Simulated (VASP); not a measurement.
A run of VASP 6.6.1:

INCAR

```
SYSTEM = H8CO6
ALGO = Normal
EDIFF = 1E-6
ENCUT = 910
GGA = PS
GGA_COMPAT = .False.
ISIF = 2
ISMEAR = -1
LASPH = .True.
LCHARG = .False.
LREAL = Auto
LWAVE = .False.
NBANDS = 37
NELM = 120
PREC = Accurate
SIGMA = 0.05
```

KPOINTS

```
k-points
0
Gamma
  1 1 1
  0 0 0
```

Contents of POSCAR:

```
H8CO6
1.0
    5.5112720000      0.0000000000      0.0000000000
    0.0000000000      5.5112720000      0.0000000000
    0.0000000000      0.0000000000      5.5112720000
O H C
6 8 1
Direct
    0.7454540440      1.0211072870      0.4038450652
    0.3526227702      0.4527267027      0.4160745469
    0.0612381316      0.6584686802      0.6236128429
    0.8654444927      0.2505229283     -0.0410794459
    0.5363553096      0.7953154916     -0.1345605878
    0.3324459399      1.0658700931      0.1105552402
    0.7490466811      0.9641331439      0.2301283624
    0.6451142313      0.9155599651      0.4986507652
    0.5390044258      0.4216812380      0.4341828892
    0.3449113018      0.6327577372      0.3600257799
    0.1099201781      0.5119870694      0.5612315995
   -0.0539077004      0.7368353440      0.5276458865
    0.7336418888      0.3612051809     -0.0058244267
    0.9267007689      0.2330133588     -0.2152497645
    0.4453781269      0.9309466127      0.0011794011
```

Potentials or basis: VASP PAW PBE potentials, release 64 (O_h, H_h, C_h).

Launch:

```bash
$ cat potpaw_PBE.64/O_h/POTCAR potpaw_PBE.64/H_h/POTCAR potpaw_PBE.64/C_h/POTCAR > POTCAR
$ mpirun -np 1 vasp_gam > vasp.out
```

Hardware: 1 thread of Intel(R) Xeon(R) Platinum 8259CL CPU @ 2.50GHz (Skylake/Cascade Lake) (shared host).

Question: How long does it take, and how much memory?

Answer: Wall time 38 s on 1 thread of Intel(R) Xeon(R) Platinum 8259CL CPU @ 2.50GHz (Skylake/Cascade Lake), with other jobs on the host, peak memory 0.35 GiB. Counts: scf iterations 15, k points 1.
